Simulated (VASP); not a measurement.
AlN, 2 atoms in the cell. The structure is cubic, space group F-43m (No. 216). Conventional cell: a = 4.454 Å, b = 4.454 Å, c = 4.454 Å, α = 90.00°, β = 90.00°, γ = 90.00°. Al (site symmetry -43m) has 4 N at 1.93 Å within 2.6 Å. Within 2.6 Å of N (site symmetry -43m) lie 4 Al at 1.93 Å.  This cell differs from its parent crystal: volume scaled by 1.06.

* Program: VASP 6.6.1
* Task: single point
* Functional: LDA
* Potentials or basis: VASP PAW LDA potentials, release 64 (Al, N)
* Cutoff: 520 eV
* k mesh: 10 × 10 × 10
* Occupations: fermi-dirac, width 0.05 eV
* Spin: no spin polarisation
* Dipole correction: no
* Further INCAR settings: ALGO = Normal; EDIFF = 1e-06; NBANDS = 11

Potentials or basis: VASP PAW LDA potentials, release 64 (Al, N).

Run with:

```console
$ cat potpaw_LDA.64/Al/POTCAR potpaw_LDA.64/N/POTCAR > POTCAR
$ mpirun -np 1 vasp_std > vasp.out
```

Hardware: 1 thread of Intel Xeon 6975P-C (shared host).

Q: Estimate the wall time of this run.

A: Run time: 3.8 s on 1 thread of Intel Xeon 6975P-C, on a shared host, peak memory 0.13 GiB. Counts: scf iterations 12, k points 47.
